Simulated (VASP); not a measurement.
# SnO (P4/nmm) in VASP: notebook

SnO is run at these levels: PBE+D4, revPBE+D4; tasks: single point.

Everything below comes from runs of VASP 6.6.1. Logs are shortened: lines on timing, memory, paths and dates and some standing lists are left out, and cuts for length are marked.

## Step 1: The cell of the first run

It takes space group P4/nmm (No. 129, tetragonal). Conventional cell: a = 3.836 Å, b = 3.836 Å, c = 4.742 Å, α = 90.00°, β = 90.00°, γ = 90.00°. Sn (site symmetry 4mm) has 4 O at 2.24 Å within 3.0 Å. O (site symmetry -4m2) has 4 Sn at 2.24 Å and 4 O at 2.71 Å within 3.0 Å.

## Step 2: Single point, PBE+D4

INCAR

```
SYSTEM = SnO
PREC     = Accurate       ! precision mode
ENCUT    = 600            ! plane-wave cutoff, eV
EDIFF    = 1E-6           ! SCF threshold, eV
ISMEAR   = -1             ! smearing method
SIGMA    = 0.05           ! smearing width, eV
LREAL    = .False.        ! projectors in reciprocal space
LASPH    = .True.         ! aspherical terms in the spheres
NELM     = 120            ! most SCF steps
ALGO     = Normal         ! electronic algorithm
ISIF     = 2              ! what is computed and relaxed
LWAVE    = .False.        ! write WAVECAR
LCHARG   = .False.        ! write CHGCAR
GGA      = PE             ! functional
IVDW     = 13             ! dispersion correction
NBANDS   = 28             ! bands
GGA_COMPAT= .False.
```

KPOINTS

```
regular mesh
0
Gamma
  7 7 6
  0 0 0
```

POSCAR

```
SnO
1.0
    3.8360116472      0.0000000000      0.0000000000
    0.0000000000      3.8360116472      0.0000000000
    0.0000000000      0.0000000000      4.7416873167
Sn O
2 2
Direct
    0.5000000000      0.0000000000      0.7557601449
    0.0000000000      0.5000000000      0.2442398551
    0.0000000000      0.0000000000      0.0000000000
    0.5000000000      0.5000000000      0.0000000000
```

Potentials or basis: VASP PAW PBE potentials, release 64 (Sn_d, O).

Launch:

```console
> cat potpaw_PBE.64/Sn_d/POTCAR potpaw_PBE.64/O/POTCAR > POTCAR
> mpirun -np 1 vasp_std > vasp.out
```

OUTCAR:

```text
SYSTEM = SnO
   PREC = Accurate
   ENCUT = 600
   EDIFF = 1E-6
   ISMEAR = -1
   LREAL = .False.
   LASPH = .True.
   NELM = 120
   ISIF = 2
   GGA = PE
   IVDW = 13

 ion  position               nearest neighbor table
   1  0.500  0.000  0.756-   3 2.24   4 2.24   4 2.24   3 2.24   2 3.57   2 3.57   2 3.57   2 3.57
                             2 3.64   2 3.64   2 3.64   2 3.64
   2  0.000  0.500  0.244-   3 2.24   4 2.24   3 2.24   4 2.24   1 3.57   1 3.57   1 3.57   1 3.57
                             1 3.64   1 3.64   1 3.64   1 3.64
   3  0.000  0.000  0.000-   1 2.24   2 2.24   2 2.24   1 2.24
   4  0.500  0.500  0.000-   1 2.24   2 2.24   1 2.24   2 2.24

  LATTYP: Found a simple tetragonal cell.
 ALAT       =     3.8360116472
 C/A-ratio  =     1.2360982585

  Lattice vectors:

 A1 = (   3.8360116472,   0.0000000000,   0.0000000000)
 A2 = (   0.0000000000,   3.8360116472,   0.0000000000)
 A3 = (   0.0000000000,   0.0000000000,   4.7416873167)

Analysis of symmetry for initial positions (statically):
=====================================================================
 Subroutine PRICEL returns:
 Original cell was already a primitive cell.

 Routine SETGRP: Setting up the symmetry group for a
 simple tetragonal supercell.

 Subroutine GETGRP returns: Found 16 space group operations
 (whereof  8 operations were pure point group operations)
 out of a pool of 16 trial point group operations.

The static configuration has the point symmetry D_2d.
 The point group associated with its full space group is D_4h.

Analysis of symmetry for dynamics (positions and initial velocities):
=====================================================================
 Subroutine PRICEL returns:
 Original cell was already a primitive cell.

 Routine SETGRP: Setting up the symmetry group for a
 simple tetragonal supercell.

 Subroutine GETGRP returns: Found 16 space group operations
 (whereof  8 operations were pure point group operations)
 out of a pool of 16 trial point group operations.

The dynamic configuration has the point symmetry D_2d.
 The point group associated with its full space group is D_4h.

 Subroutine INISYM returns: Found 16 space group operations
 (whereof  8 operations are pure point group operations),
 and found     1 'primitive' translations

----------------------------------------------------------------------------------------

                                     Primitive cell

  volume of cell :      69.7739

  direct lattice vectors                    reciprocal lattice vectors
     3.836011647  0.000000000  0.000000000     0.260687425  0.000000000  0.000000000
     0.000000000  3.836011647  0.000000000     0.000000000  0.260687425  0.000000000
     0.000000000  0.000000000  4.741687317     0.000000000  0.000000000  0.210895391

  length of vectors
     3.836011647  3.836011647  4.741687317     0.260687425  0.260687425  0.210895391

  position of ions in fractional coordinates (direct lattice)
     0.500000000  0.000000000  0.755760145
     0.000000000  0.500000000  0.244239855
     0.000000000  0.000000000  0.000000000
     0.500000000  0.500000000  0.000000000

  ion indices of the primitive-cell ions
   primitive index   ion index
                 1           1
                 2           2
                 3           3
                 4           4

----------------------------------------------------------------------------------------

 KPOINTS: regular mesh

Automatic generation of k-mesh.
 Grid dimensions read from file:
 generate k-points for:    7    7    6

 Generating k-lattice:

  Cartesian coordinates                     Fractional coordinates (reciprocal lattice)
     0.037241061  0.000000000  0.000000000     0.142857143  0.000000000  0.000000000
     0.000000000  0.037241061  0.000000000     0.000000000  0.142857143  0.000000000
     0.000000000  0.000000000  0.035149232     0.000000000  0.000000000  0.166666667

  Length of vectors
     0.037241061  0.037241061  0.035149232

  Shift w.r.t. Gamma in fractional coordinates (k-lattice)
     0.000000000  0.000000000  0.000000000

 Subroutine IBZKPT returns following result:
 ===========================================

 Found     40 irreducible k-points:

 Following reciprocal coordinates:
            Coordinates               Weight
  0.000000  0.000000  0.000000      1.000000
  0.142857  0.000000  0.000000      4.000000
  0.285714  0.000000  0.000000      4.000000
  0.428571  0.000000  0.000000      4.000000
  0.142857  0.142857  0.000000      4.000000
  0.285714  0.142857  0.000000      8.000000
[... 16 lines left out ...]
  0.285714  0.000000  0.333333      8.000000
  0.428571  0.000000  0.333333      8.000000
 [... further k-points ...]
   k-points           NKPTS =     40   k-points in BZ     NKDIM =     40   number of bands    NBANDS=     28
   number of dos      NEDOS =    301   number of ions     NIONS =      4
   total plane-waves  NPLWV =  40960
   dimension x,y,z NGX =    32 NGY =   32 NGZ =   40
   dimension x,y,z NGXF=    64 NGYF=   64 NGZF=   80
   ions per type =               2   2
   NGX,Y,Z   is equivalent  to a cutoff of  13.87, 13.87, 14.02 a.u.
   NGXF,Y,Z  is equivalent  to a cutoff of  27.74, 27.74, 28.05 a.u.
 SYSTEM =  SnO
   PREC   = accura    normal or accurate (medium, high low for compatibility)
   ISTART =      0    job   : 0-new  1-cont  2-samecut
   ICHARG =      2    charge: 1-file 2-atom 10-const
   ISPIN  =      1    spin polarized calculation?
   LNONCOLLINEAR =      F non collinear calculations
   LSORBIT =      F    spin-orbit coupling
   LASPH  =      T    aspherical Exc in radial PAW
   ENCUT  =  600.0 eV  44.10 Ry    6.64 a.u.   7.66  7.66  9.47*2*pi/ulx,y,z
   NELM   =    120;   NELMIN=  2; NELMDL= -5     # of ELM steps
   EDIFF  = 0.1E-05   stopping-criterion for ELM
   LREAL  =      F    real-space projection
   EDIFFG = 0.1E-04   stopping-criterion for IOM
   NSW    =      0    number of steps for IOM
   IBRION =     -1    ionic relax: 0-MD 1-quasi-New 2-CG
   NFREE  =      0    steps in history (QN), initial steepest desc. (CG)
   ISIF   =      2    stress and relaxation
   ISYM   =      2    0-nonsym 1-usesym 2-fastsym
   POTIM  = 0.5000    time-step for ionic-motion
   TEBEG  =    0.0;   TEEND  =   0.0 temperature during run
   PSTRESS=    0.0 pullay stress
   NELECT =      40.0000    total number of electrons
   NUPDOWN=      -1.0000    fix difference up-down
   EMIN   =  10.00;   EMAX   =-10.00  energy-range for DOS
   EFERMI =   0.00;   METHOD = LEGACY
   ISMEAR =    -1;   SIGMA  =   0.05  broadening in eV -4-tet -1-fermi 0-gaus
   EFERMI_NEDOS =   21; number of points for ismear=-14 and -15
   IALGO  =     38    algorithm
   IMIX   =      4    mixing-type and parameters
     AMIX     =   0.40;   BMIX     =  1.00
     AMIX_MAG =   1.60;   BMIX_MAG =  1.00
  volume/ion in A,a.u.               =      17.44       117.71
  Fermi-wavevector in a.u.,A,eV,Ry     =   1.359974  2.569978 25.164371  1.849529
  Thomas-Fermi vector in A             =   2.486676
   LORBIT       =      0    0 simple, 1 ext, 2 COOP (PROOUT), +10 PAW based schemes
   GGA     = PE    functional components
   LHFCALC =     F    Hartree Fock is set to
   AEXX    =    0.0000 exact exchange contribution
   IVDW    =    13    specifies the selected vdW correction
   LEPSILON=     F    determine dielectric tensor
   LRPA    =     F    only Hartree local field effects (RPA)
 non-spin polarized calculation
  energy-cutoff  :      600.00
  volume of cell :       69.77
 maximum number of plane-waves:      2347
 NGX is ok and might be reduce to    32
   NGX = 15   NGY = 15   NGZ = 19

 number of electron      40.0000017 magnetization

 Free energy of the ion-electron system (eV)
  ---------------------------------------------------
  ext. energy  EPLUGINS =         0.00000000
  ---------------------------------------------------
  free energy    TOTEN  =       -22.68970389 eV

  energy without entropy =      -22.68870969  energy(sigma->0) =      -22.68920679

 E-fermi :   7.2469     XC(G=0): -10.3014

 val. band max:        7.1364812381   @ k =   0.0000   0.0000   0.0000
 cond. band min:       7.3575256406   @ k =   0.4286   0.4286   0.0000
 fundamental gap:      0.2210444024
 Fermi energy:         7.2468881280

 k-point     1 :       0.0000    0.0000    0.0000
  band No.  band energies     occupation
      1     -14.7900      2.00000
      2     -14.3965      2.00000
      3     -14.3965      2.00000
      4     -14.3859      2.00000
      5     -14.3565      2.00000
      6     -14.3484      2.00000
[... 20 lines left out ...]
     27      13.8118      0.00000
     28      14.2117      0.00000

 k-point     2 :       0.1429    0.0000    0.0000
  band No.  band energies     occupation
      1     -14.7783      2.00000
      2     -14.3928      2.00000
      3     -14.3909      2.00000
      4     -14.3883      2.00000
      5     -14.3571      2.00000
      6     -14.3435      2.00000
[... 20 lines left out ...]
     27      14.0144      0.00000
     28      15.6243      0.00000

 k-point     3 :       0.2857    0.0000    0.0000
  band No.  band energies     occupation
      1     -14.7461      2.00000
      2     -14.4918      2.00000
      3     -14.3814      2.00000
      4     -14.3762      2.00000
      5     -14.3576      2.00000
      6     -14.3544      2.00000
[... 20 lines left out ...]
     27      14.3526      0.00000
     28      17.7691      0.00000

 k-point     4 :       0.4286    0.0000    0.0000
  band No.  band energies     occupation
      1     -14.6927      2.00000
      2     -14.6090      2.00000
      3     -14.3658      2.00000
      4     -14.3605      2.00000
      5     -14.3565      2.00000
      6     -14.3541      2.00000
[... 578 lines left out ...]
     27      15.1292      0.00000
     28      15.9104      0.00000

 k-point    23 :       0.2857    0.0000    0.3333
  band No.  band energies     occupation
      1     -14.7429      2.00000
      2     -14.5204      2.00000
      3     -14.3904      2.00000
      4     -14.3635      2.00000
      5     -14.3601      2.00000
      6     -14.3591      2.00000
[... 20 lines left out ...]
     27      15.5104      0.00000
     28      17.4524      0.00000

 k-point    24 :       0.4286    0.0000    0.3333
  band No.  band energies     occupation
      1     -14.7018      2.00000
      2     -14.6294      2.00000
      3     -14.3924      2.00000
      4     -14.3829      2.00000
      5     -14.3533      2.00000
      6     -14.3508      2.00000
[... 20 lines left out ...]
     27      15.9679      0.00000
     28      16.7393      0.00000

 [... further k-points ...]

------------------------ aborting loop because EDIFF is reached ----------------------------------------

  DFT-D4 for vdW energy calculation

  Edisp (eV):   -1.09715

  FORCE on cell =-STRESS in cart. coord.  units (eV):
  Direction    XX          YY          ZZ          XY          YZ          ZX
  --------------------------------------------------------------------------------------
  -------------------------------------------------------------------------------------
  Total       0.04709     0.04709     0.05270     0.00000     0.00000     0.00000
  in kB       1.08134     1.08134     1.21007     0.00000     0.00000     0.00000
  external pressure =        1.12 kB  Pullay stress =        0.00 kB

 VOLUME and BASIS-vectors are now :
 -----------------------------------------------------------------------------
  energy-cutoff  :      600.00
  volume of cell :       69.77
      direct lattice vectors                 reciprocal lattice vectors
     3.836011647  0.000000000  0.000000000     0.260687425  0.000000000  0.000000000
     0.000000000  3.836011647  0.000000000     0.000000000  0.260687425  0.000000000
     0.000000000  0.000000000  4.741687317     0.000000000  0.000000000  0.210895391

 POSITION                                       TOTAL-FORCE (eV/Angst)
 -----------------------------------------------------------------------------------
      1.91801      0.00000      3.58358        -0.000000      0.000000     -0.074319
      0.00000      1.91801      1.15811         0.000000     -0.000000      0.074319
      0.00000      0.00000      0.00000         0.000000     -0.000000      0.000000
      1.91801      1.91801      0.00000        -0.000000      0.000000      0.000000
 -----------------------------------------------------------------------------------
    total drift:                                0.000000     -0.000000     -0.000000

  FREE ENERGIE OF THE ION-ELECTRON SYSTEM (eV)
  ---------------------------------------------------
  free  energy   TOTEN  =       -23.7868542897 eV

  energy  without entropy=      -23.7858600860  energy(sigma->0) =      -23.78635719
```

Run time: 2 min. Hardware: 1 thread of Intel Xeon 8259CL, shared host; peak memory 0.24 GiB.

Results:

| Item | Value |
| --- | --- |
| Free energy | -23.7869 eV |
| Pressure | 0.1 GPa |
| Largest force | 0.074 eV/Å |
| Band gap on the k mesh | 0.22 eV (least direct gap 1.94 eV) |
| Dispersion energy per atom | -0.274 eV |

Forces in eV/Å, atoms in the order of the input:
```
Sn   0.000  0.000 -0.074
Sn   0.000  0.000  0.074
O    0.000  0.000  0.000
O    0.000  0.000  0.000
```

Caveat: spin-orbit coupling is left out, which moves the levels of the heavy elements; an odd mesh through Γ misses points on the zone boundary, where band edges can lie.

## Step 3: Single point, revPBE+D4

This run uses another cell than the first one, of 17.77 Å³/atom.

INCAR

```
PREC = Accurate
ENCUT = 600
EDIFF = 1E-6
ISMEAR = -1
SIGMA = 0.05
LREAL = F
LASPH = T
NELM = 120
ALGO = Normal
ISIF = 2
LWAVE = F
LCHARG = F
GGA = RE
IVDW = 13
NBANDS = 28
GGA_COMPAT = F
```

KPOINTS

```
Automatic mesh
0
Gamma
  7 7 6
```

POSCAR

```
SnO
1.0
    3.8136952200      0.0000000000      0.0000000000
    0.0000000000      3.8136952200      0.0000000000
    0.0000000000      0.0000000000      4.8869133000
Sn O
2 2
Direct
    0.5000000000      0.0000000000      0.7646261400
    0.0000000000      0.5000000000      0.2353738600
    0.0000000000      0.0000000000      0.0000000000
    0.5000000000      0.5000000000      0.0000000000
```

Potentials or basis: VASP PAW PBE potentials, release 64 (Sn_d, O).

Launch:

```console
> cat potpaw_PBE.64/Sn_d/POTCAR potpaw_PBE.64/O/POTCAR > POTCAR
> mpirun -np 1 vasp_std > vasp.out
```

It took 2.1 min on 1 thread of Intel Xeon 8259CL, shared host; peak memory 0.23 GiB.

Results (log left out):

```yaml
Free_energy: -23.2075 eV
Pressure: 1.8 GPa
Largest_force: 0.624 eV/Å
Band_gap_on_the_k_mesh: 0.38 eV (least direct gap 2.06 eV)
Dispersion_energy_per_atom: -0.466 eV
```

Forces on the atoms (eV/Å):
```
Sn   0.000  0.000 -0.624
Sn   0.000  0.000  0.624
O    0.000  0.000  0.000
O    0.000  0.000  0.000
```

Stress tensor (GPa, compression positive):
```
2.20 0.00 0.00
0.00 2.20 0.00
0.00 0.00 1.10
```

Levels at points of the mesh, in eV from the valence-band top:
| k point | band 18 | band 19 | band 20 | band 21 | band 22 | band 23 |
| --- | --- | --- | --- | --- | --- | --- |
| (0.00, 0.00, 0.00) | -3.21 | -3.21 | 0.00 | 2.06 | 4.32 | 4.73 |
| (0.00, 0.00, 0.50) | -3.22 | -3.19 | -2.24 | 1.74 | 3.04 | 3.04 |

Caveat: the PAW data sets were made with another functional, which shifts forces and pressure a little; spin-orbit coupling is left out, which moves the levels of the heavy elements; an odd mesh through Γ misses points on the zone boundary, where band edges can lie.
